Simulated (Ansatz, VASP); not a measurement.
## Two plane-wave programs on HfC

```
Hf C
1.0
     3.48066    0.00000    0.00000
    -1.74033    3.01434    0.00000
     0.00000    0.00000    5.49521
Hf C
2 2
Direct
  0.66667 0.33333 0.75000
  0.33333 0.66667 0.25000
  0.00000 0.00000 0.00000
  0.00000 0.00000 0.50000
```

Alike in both runs: task single point; functional PBEsol; k mesh 15 × 15 × 8; occupations gaussian, width 0.1 eV; no spin polarisation.

|  | VASP | Ansatz |
| --- | --- | --- |
| version | VASP 6.6.1 | Ansatz 0.2.0 |
| potentials or method | VASP PAW PBE potentials, release 64 (Hf_pv, C), cutoff 520 eV | scalar-relativistic, plane waves, PAW |
| valence electrons in the cell | 28 | 60 |

Ansatz gave:

| Item | Value |
| --- | --- |
| gap on the k mesh at the Fermi level (eV) | none |
| pressure (GPa) | -29.4 |

Estimate VASP's values.

gap on the k mesh at the Fermi level (eV): none; pressure (GPa): -30.1.

VASP's potentials were made for PBE, not for PBEsol. A gap of «none» marks a metal or a gap that the smearing closes. Both programs put the cell under strong tension, so it lies far from rest at this level. With one functional, cell and mesh, what is left measures potentials, basis and numerics. VASP's potentials hold 28 valence electrons a cell and Ansatz's 60, so a difference there can come from the potentials and not from the codes.

Spin-orbit coupling is off throughout. Noted on VASP's run: the cell as given lies far from equilibrium.
